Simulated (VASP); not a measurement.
A run of VASP 6.6.1:

Contents of POSCAR:

```
SnO
1.0
    0.0000000000      2.4890237326      2.4890237326
    2.4890237326      0.0000000000      2.4890237326
    2.4890237326      2.4890237326      0.0000000000
Sn O
1 1
Direct
    0.0000000000      0.0000000000      0.0000000000
    0.5000000000      0.5000000000      0.5000000000
```

The input INCAR.step1:

```
ALGO = Normal ; EDIFF = 1E-4
ENCUT = 520 ; GGA = PE
ISMEAR = -1 ; LASPH = True
LCHARG = False ; LREAL = False
LWAVE = True ; NBANDS = 17
NELM = 100 ; PREC = Accurate
SIGMA = 0.1
```

The input INCAR.step2:

```
ALGO = Normal ; EDIFF = 1E-7
ENCUT = 520 ; ISIF = 2
ISMEAR = -1 ; ISTART = 1
LASPH = True ; LCHARG = True
LELF = True ; LMIXTAU = True
LREAL = False ; LVHAR = True
LWAVE = False ; METAGGA = R2SCAN
NBANDS = 17 ; NELM = 100
PREC = Accurate ; SIGMA = 0.1
```

The input KPOINTS:

```
k-points
0
Gamma
  12 12 12
```

Potentials or basis: VASP PAW PBE potentials, release 64 (Sn_d, O).

Command:

```sh
$ cat potpaw_PBE.64/Sn_d/POTCAR potpaw_PBE.64/O/POTCAR > POTCAR
$ cp INCAR.step1 INCAR
$ mpirun -np 1 vasp_std > vasp.out
$ cp INCAR.step2 INCAR
$ mpirun -np 1 vasp_std > vasp.out
```

Hardware: 1 thread of Intel(R) Xeon(R) Platinum 8259CL CPU @ 2.50GHz (Skylake/Cascade Lake), on a shared host.

Q: How long does it take, and how much memory?

A: Wall time 3.6 min on 1 thread of Intel(R) Xeon(R) Platinum 8259CL CPU @ 2.50GHz (Skylake/Cascade Lake), with other jobs on the host, peak memory 0.19 GiB. Counts: k points 72.
